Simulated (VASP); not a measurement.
BeTe:

```
Te Be
1.0
     0.00000    2.77000    2.77000
     2.77000    0.00000    2.77000
     2.77000    2.77000    0.00000
Te Be
1 1
Direct
  0.75000 0.75000 0.75000
  0.00000 0.00000 0.00000
```

```yaml
Program: VASP 6.6.1
Task: relaxation of cell and atoms
Functional: revPBE
Potentials_or_basis: VASP PAW PBE potentials, release 64 (Te, Be)
Cutoff: 600 eV
k_mesh: 8 × 8 × 8
Occupations: fermi-dirac, width 0.05 eV
Spin: no spin polarisation
```

At the start: pressure 5.7 GPa; volume 21.25 Å³/atom.

Q: Where does the relaxation end?

A: Over 3 steps the energy falls by 33.1 meV/atom and the volume is 23.24 Å³/atom (+9.3 %); space group F-43m (No. 216, to 0.05 Å).

The path:
```csv
step,energy change (eV),largest force (eV/Å),pressure (GPa),volume (Å³)
1,0.0000,0.0000,5.74,42.51
2,-0.0636,0.0000,-0.95,47.37
3,-0.0663,0.0000,0.01,46.48
```

Final structure:
```
CELL_PARAMETERS angstrom
0.00000 2.85376 2.85376
2.85376 0.00000 2.85376
2.85376 2.85376 0.00000
ATOMIC_POSITIONS crystal
Te 0.75000 0.75000 0.75000
Be 0.00000 0.00000 0.00000
```

Caveat: the PAW data sets were made with another functional, which shifts forces and pressure a little.
